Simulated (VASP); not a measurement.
**Si4Sn: relaxation of cell and atoms with PBE**

The system is Si4Sn.

```
Si Sn
1.0
     4.50498    0.00000    0.00000
    -2.25249    3.90142    0.00000
     0.00000    0.00000    5.78765
Si Sn
4 1
Direct
  0.00000 0.00000 0.32807
  0.00000 0.00000 0.67193
  0.33333 0.66667 0.50000
  0.66667 0.33333 0.50000
  0.00000 0.00000 0.00000
```

The cell was built from a structure type or drawn by symmetry, and may not be a known phase.

| Item | Value |
| --- | --- |
| Program | VASP 6.6.1 |
| Task | relaxation of cell and atoms |
| Functional | PBE |
| Potentials or basis | VASP PAW PBE potentials, release 64 (Si, Sn_d) |
| Cutoff | 600 eV |
| k mesh | 6 × 6 × 4 |
| Occupations | gaussian, width 0.1 eV |
| Spin | no spin polarisation |
| Dipole correction | no |
| Further INCAR settings | ALGO = Normal; EDIFF = 1e-06; IBRION = 2; EDIFFG = -0.04; NSW = 90; ISIF = 3 |

```json
{"Relaxed volume": "23.17 Å³/atom", "Relaxed cell": "a = 4.022 Å, b = 4.022 Å, c = 8.272 Å, α = 90.00°, β = 90.00°, γ = 120.00°", "Space group after relaxing (to 0.1 Å)": "P6/mmm (No. 191)", "Pressure after relaxing": "0.0 GPa", "Largest force after relaxing": "0.008 eV/Å", "Band gap on the k mesh": "zero (bands 15 and 16 overlap by 1.15 eV)"}
```

Forces on the atoms (eV/Å):
```
Si   0.000  0.000 -0.008
Si   0.000  0.000  0.008
Si   0.000  0.000  0.000
Si   0.000  0.000  0.000
Sn   0.000  0.000  0.000
```

Final structure:
```
Si Sn
1.0
     4.02176    0.00000    0.00000
    -2.01088    3.48294    0.00000
     0.00000    0.00000    8.27165
Si Sn
4 1
Direct
  0.00000 0.00000 0.33847
  0.00000 0.00000 0.66154
  0.33333 0.66667 0.50000
  0.66667 0.33333 0.50000
  0.00000 0.00000 0.00000
```

Levels at points of the mesh, in eV from the Fermi level:
| k point | band 12 | band 13 | band 14 | band 15 | band 16 | band 17 | band 18 | band 19 |
| --- | --- | --- | --- | --- | --- | --- | --- | --- |
| (0.00, 0.00, 0.00) | -2.79 | -2.79 | -2.33 | -0.89 | -0.39 | 1.46 | 1.46 | 3.62 |
| (0.50, 0.00, 0.00) | -4.52 | -2.03 | -0.91 | -0.63 | -0.04 | 1.61 | 1.63 | 2.47 |
| (0.00, 0.00, 0.50) | -2.78 | -2.78 | -1.45 | -0.39 | 0.93 | 1.20 | 1.20 | 2.87 |
| (0.50, 0.00, 0.50) | -4.64 | -3.36 | -1.42 | -0.26 | 0.77 | 0.85 | 2.54 | 3.35 |

It took 14 min on 1 thread of Intel Xeon 8259CL, with other jobs on the host, peak memory 0.28 GiB.

Caveat: a cell axis changed by over 15 % at a fixed basis, so the end point is rough; spin-orbit coupling is left out, which moves the levels of the heavy elements.
